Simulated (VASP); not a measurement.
A run of VASP 6.6.1:

Contents of POSCAR:

```
CdTe
1.0
    3.2050000000      3.2050000000      0.0000000000
   -3.2050000000      3.2050000000      0.0000000000
    0.0000000000      3.2050000000      3.2050000000
Cd Te
1 1
Direct
    0.0000000000      0.0000000000      0.0000000000
    0.7500000000      0.2500000000      0.5000000000
```

The input INCAR.step1:

```
SYSTEM = CdTe
ALGO = Normal
EDIFF = 1E-4
ENCUT = 600
GGA = PE
ISMEAR = -1
LASPH = .True.
LCHARG = .False.
LREAL = .False.
LWAVE = .True.
NELM = 60
PREC = Accurate
SIGMA = 0.08
```

Contents of INCAR.step2:

```
SYSTEM = CdTe
ALGO = Normal
EDIFF = 1E-6
EDIFFG = -0.002
ENCUT = 600
IBRION = 2
ISIF = 3
ISMEAR = -1
ISTART = 1
LASPH = .True.
LCHARG = .False.
LMIXTAU = .True.
LREAL = .False.
LWAVE = .False.
METAGGA = R2SCAN
NELM = 60
NSW = 100
PREC = Accurate
SIGMA = 0.08
```

Contents of KPOINTS:

```
k-points
0
Gamma
  10 10 10
  0 0 0
```

Potentials or basis: VASP PAW PBE potentials, release 64 (Cd, Te).

Command:

```sh
$ cat potpaw_PBE.64/Cd/POTCAR potpaw_PBE.64/Te/POTCAR > POTCAR
$ cp INCAR.step1 INCAR
$ mpirun -np 1 vasp_std > vasp.out
$ cp INCAR.step2 INCAR
$ mpirun -np 1 vasp_std > vasp.out
```

Hardware: 1 thread of Intel(R) Xeon(R) 6975P-C (Granite Rapids) (shared host).

Problem. How long does it take, and how much memory?

Solution. Wall time 5.5 min on 1 thread of Intel(R) Xeon(R) 6975P-C (Granite Rapids), on a shared host, peak memory 0.27 GiB. Counts: k points 47, ion steps 6.
